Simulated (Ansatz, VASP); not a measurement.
# Al: VASP beside Ansatz

INCAR

```
PREC = Accurate
ENCUT = 520
EDIFF = 1E-7
ISMEAR = -1
SIGMA = 0.1
LREAL = F
LASPH = T
NELM = 60
ALGO = Normal
ISIF = 2
LWAVE = F
LCHARG = F
GGA = CA
NBANDS = 8
```

The input KPOINTS:

```
Automatic mesh
0
Gamma
  9 8 9
```

Contents of POSCAR:

```
Al
1.0
   -1.5900500000      1.5814100000      1.5626500000
    1.6357200000     -1.5751500000      1.6020600000
    1.5665200000      1.5516200000     -1.5563900000
Al
1
Direct
    0.0000000000      0.0000000000      0.0000000000
```

Input for Ansatz:

```yaml
crystal:
  lattice:
    - [-1.59005, 1.58141, 1.56265]
    - [1.63572, -1.57515, 1.60206]
    - [1.56652, 1.55162, -1.55639]
  atoms:
    - { symbol: Al, position: [0.0, 0.0, 0.0] }
basis:
  ecutwfc: 540.0
  xc_grid: 2
kpoints:
  mp_grid:
    grid: [9, 8, 9]
hamiltonian:
  xc: lda
scf:
  convergence:
    dr2_threshold: 1.0e-09
  occupations:
    method: fermi_dirac
    width: 0.1
output:
  forces: true
  stress: true
```

Alike in both runs: task single point; functional LDA; k mesh 9 × 8 × 9; occupations fermi-dirac, width 0.1 eV; no spin polarisation.

```csv
,VASP,Ansatz
version,VASP 6.6.1,Ansatz 0.2.0
potentials or method,"VASP PAW LDA potentials, release 64 (Al), cutoff 520 eV","plane waves, PAW"
valence electrons in the cell,3,3
```

|  | VASP | Ansatz | Ansatz less VASP |
| --- | --- | --- | --- |
| pressure (GPa) | 1.9 | 1.8 | -0.09 |
| traceless stress, the component that is largest in VASP (GPa) | -1.36 | -1.36 | -0.004 |

LDA's correlation is that of Perdew and Zunger in VASP and of Perdew and Wang (1992) in Ansatz. Ansatz's warnings: stress scf threshold loose.
